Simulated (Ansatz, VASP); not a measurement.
**Br: VASP beside Ansatz**

```
Br
1.0
     0.00000    3.81443    4.84961
     2.22314    0.00000    4.84961
     2.22314    3.81443    0.00000
Br
2
Direct
  0.12095 0.12095 0.87905
  0.87905 0.87905 0.12095
```

Alike in both runs: task relaxation of cell and atoms; functional PBE; k mesh 10 × 10 × 10; occupations gaussian, width 0.02 eV; no spin polarisation.

|  | VASP | Ansatz |
| --- | --- | --- |
| version | VASP 6.6.1 | Ansatz 0.2.0 |
| potentials or method | VASP PAW PBE potentials, release 64 (Br), cutoff 600 eV | scalar-relativistic, plane waves, PAW |
| valence electrons in the cell | 14 | 14 |

```tsv
	VASP	Ansatz	Ansatz less VASP
gap on the k mesh at the Fermi level, each at its own relaxed structure (eV)	0.27	0.29	+0.022
relaxed volume (Å³/atom)	45.73	44.23	-1.497
relaxed length of the cell vector where the two differ most in proportion (Å)	4.917	4.767	-0.1494
```
